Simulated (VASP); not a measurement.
Write the native input for VASP 6.6.1 that does the following.

| Item | Value |
| --- | --- |
| Task | single point |
| Functional | PBE |
| Potentials or basis | VASP PAW PBE potentials, release 64 (Ce, Hf_pv, O) |
| Cutoff | 520 eV |
| k mesh | 6 × 6 × 2 |
| Occupations | gaussian, width 0.1 eV |
| Spin | no spin polarisation |
| Dipole correction | no |
| Further INCAR settings | ALGO = Normal; EDIFF = 1e-06; NBANDS = 45 |

The structure of Ce2HfO6 lies in POSCAR:

```
Ce2HfO6
1.0
    3.9953454300      0.0000000000      0.0000000000
   -1.9976727100      3.4600706400      0.0000000000
    0.0000000000      0.0000000000      9.7865576400
Ce Hf O
2 1 6
Direct
    0.6666666700      0.3333333300      0.8333333300
    0.3333333300      0.6666666700      0.1666666700
    0.0000000000      0.0000000000      0.5000000000
    0.0000000000      0.0000000000      0.7500000000
    0.3333333300      0.6666666700      0.4166666700
    0.6666666700      0.3333333300      0.0833333300
    0.6666666700      0.3333333300      0.5833333300
    0.0000000000      0.0000000000      0.2500000000
    0.3333333300      0.6666666700      0.9166666700
```

One way to write it, as run:

INCAR

```
PREC = Accurate
ENCUT = 520
EDIFF = 1E-6
ISMEAR = 0
SIGMA = 0.1
LREAL = False
LASPH = True
NELM = 80
ALGO = Normal
ISIF = 2
LWAVE = False
LCHARG = True
GGA = PE
LELF = True
LVHAR = True
NBANDS = 45
```

KPOINTS

```
regular mesh
0
Gamma
  6 6 2
```

Potentials or basis: VASP PAW PBE potentials, release 64 (Ce, Hf_pv, O).

Launch:

```sh
$ cat potpaw_PBE.64/Ce/POTCAR potpaw_PBE.64/Hf_pv/POTCAR potpaw_PBE.64/O/POTCAR > POTCAR
$ mpirun -np 1 vasp_std > vasp.out
```

Results of the run:

```yaml
Pressure: -22.8 GPa
Largest_force: 1.186 eV/Å
Band_gap_on_the_k_mesh: 1.64 eV (least direct gap 1.66 eV)
```

Caveat: the cell stands under tension; spin-orbit coupling is left out, which moves the levels of the heavy elements; forces of over 1 eV/Å act on the atoms, so gaps and moduli don't describe the material at rest.

Run time: 3.5 min on 1 thread of AMD EPYC 9R45 96-Core Processor (Zen 5), on a shared host, peak memory 0.28 GiB.
